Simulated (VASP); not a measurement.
**Hf: vibrations by perturbation theory with PBE**

The system is Hf.

```xyz
2
Lattice="3.2051 0.0000 0.0000 -1.6026 2.7757 0.0000 0.0000 0.0000 5.0676" Properties=species:S:1:pos:R:3 pbc="T T T"
Hf    0.0000    1.8505    1.2669
Hf    1.6026    0.9252    3.8007
```

* Program: VASP 6.6.1
* Task: vibrations by perturbation theory
* Functional: PBE
* Potentials or basis: VASP PAW PBE potentials, release 64 (Hf_pv)
* Cutoff: 520 eV
* k mesh: 16 × 16 × 10
* Occupations: gaussian, width 0.1 eV
* Spin: no spin polarisation
* Dipole correction: no
* Further INCAR settings: ALGO = Normal; EDIFF = 1e-08; NBANDS = 17; IBRION = 8; NSW = 1

| Quantity | Value |
| --- | --- |
| Highest phonon frequency at Γ | 96 cm⁻¹ |

Phonon frequencies in cm⁻¹ (negative: imaginary):
| q point | frequencies |
| --- | --- |
| (0.000, 0.000, 0.000) | 0 0 0 82 82 96 |

It took 43 min on 1 thread of Oxide Virtual Turin-like Processor, on a shared host, peak memory 1.1 GiB.
